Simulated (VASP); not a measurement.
Set up this calculation in VASP 6.6.1, as the native input.

```
Task                   : single point
Functional             : PBEsol
Potentials or basis    : VASP PAW PBE potentials, release 64 (Sr_sv, Ti_sv, O)
Cutoff                 : 520 eV
k mesh                 : 6 × 6 × 6
Occupations            : gaussian, width 0.05 eV
Spin                   : no spin polarisation
Dipole correction      : no
Further INCAR settings : ALGO = Normal; EDIFF = 1e-06; NBANDS = 28
```

The structure of SrTiO3 lies in POSCAR:

```
SrTiO3
1.0
    3.7844560399      0.0000000000      0.0000000000
    0.0000000000      3.7844560399      0.0000000000
    0.0000000000      0.0000000000      3.7844560399
Sr Ti O
1 1 3
Direct
    0.5000000000      0.5000000000      0.5000000000
    0.0000000000      0.0000000000      0.0000000000
    0.5000000000      0.0000000000      0.0000000000
    0.0000000000      0.5000000000      0.0000000000
    0.0000000000      0.0000000000      0.5000000000
```

These files were run (other wordings do the same):

INCAR

```
ALGO = Normal
EDIFF = 1E-6
ENCUT = 520
GGA = PS
ISIF = 2
ISMEAR = 0
LASPH = T
LCHARG = T
LELF = T
LREAL = F
LVHAR = T
LWAVE = F
NBANDS = 28
NELM = 60
PREC = Accurate
SIGMA = 0.05
```

KPOINTS

```
k-points
0
Gamma
  6 6 6
```

Potentials or basis: VASP PAW PBE potentials, release 64 (Sr_sv, Ti_sv, O).

Run with:

```sh
$ cat potpaw_PBE.64/Sr_sv/POTCAR potpaw_PBE.64/Ti_sv/POTCAR potpaw_PBE.64/O/POTCAR > POTCAR
$ mpirun -np 1 vasp_std > vasp.out
```

Results of the run:

```yaml
Pressure: 19.5 GPa
Band_gap_on_the_k_mesh: 1.95 eV (least direct gap 2.24 eV)
```

Caveat: the cell stands under pressure; the PAW data sets were made with another functional, which shifts forces and pressure a little.

Wall time 64 s on 1 thread of Intel Xeon 8259CL, on a shared host, peak memory 0.18 GiB.
